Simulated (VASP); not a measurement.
Write the native input for VASP 6.6.1 that does the following.

* Task: single point
* Functional: PBEsol
* Potentials or basis: VASP PAW PBE potentials, release 64 (W_sv, Co)
* Cutoff: 520 eV
* k mesh: 12 × 12 × 12
* Occupations: gaussian, width 0.1 eV
* Spin: no spin polarisation
* Dipole correction: no
* Further INCAR settings: ALGO = Fast; EDIFF = 1e-06; NBANDS = 34

The structure of CoW3 lies in POSCAR:

```
CoW3
1.0
    0.0000000000      2.9214554964      2.9214554964
    2.9214554964      0.0000000000      2.9214554964
    2.9214554964      2.9214554964      0.0000000000
W Co
3 1
Direct
    0.2500000000      0.2500000000      0.2500000000
    0.7500000000      0.7500000000      0.7500000000
    0.5000000000      0.5000000000      0.5000000000
    0.0000000000      0.0000000000      0.0000000000
```

One way to write it, as run:

INCAR

```
SYSTEM = CoW3
  PREC = Accurate
  ENCUT = 520
  EDIFF = 1E-6
  ISMEAR = 0
  SIGMA = 0.1
  LREAL = .FALSE.
  LASPH = .TRUE.
  NELM = 80
  ALGO = Fast
  ISIF = 2
  LWAVE = .FALSE.
  LCHARG = .TRUE.
  GGA = PS
  LELF = .TRUE.
  LVHAR = .TRUE.
  NBANDS = 34
```

KPOINTS

```
regular mesh
0
G
  12 12 12
  0 0 0
```

Potentials or basis: VASP PAW PBE potentials, release 64 (W_sv, Co).

The run is started by

```sh
$ cat potpaw_PBE.64/W_sv/POTCAR potpaw_PBE.64/Co/POTCAR > POTCAR
$ mpirun -np 1 vasp_std > vasp.out
```

Results of the run:

```
Pressure : 60.4 GPa
```

Caveat: the PAW data sets were made with another functional, which shifts forces and pressure a little.

It took 99 s on 1 thread of AMD EPYC 9R45 96-Core Processor (Zen 5) (shared host), peak memory 0.22 GiB.
